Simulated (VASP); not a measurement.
The system is HfN.

```
CELL_PARAMETERS angstrom
2.80607 0.00000 0.00000
0.00000 2.80607 0.00000
0.00000 0.00000 2.80607
ATOMIC_POSITIONS crystal
Hf 0.50000 0.50000 0.50000
N 0.00000 0.00000 0.00000
```

Program: VASP 6.6.1. Alike in all runs: task single point; no spin polarisation; cell as given; cutoff (eV) 520; smearing fermi-dirac 0.05 eV.

Problem. Order these runs on this cell by their pressure, lowest first.
A. level PBE0; potentials or basis VASP PAW PBE potentials, release 64 (Hf_pv, N); k mesh 5 × 5 × 5; grid for exact exchange (PRECFOCK) Normal
B. level PBE; potentials or basis VASP PAW PBE potentials, release 64 (Hf_pv, N); k mesh 9 × 9 × 9
C. level LDA; potentials or basis VASP PAW LDA potentials, release 64 (Hf_pv, N); k mesh 9 × 9 × 9
D. level BLYP; potentials or basis VASP PAW PBE potentials, release 64 (Hf_pv, N); k mesh 9 × 9 × 9

Solution. C (-12.3 GPa), A (-6.5 GPa), B (2.3 GPa), D (12.2 GPa).

Caveats: some runs use coarse meshes; the PAW data sets were made with another functional, which shifts forces and pressure a little (some runs).
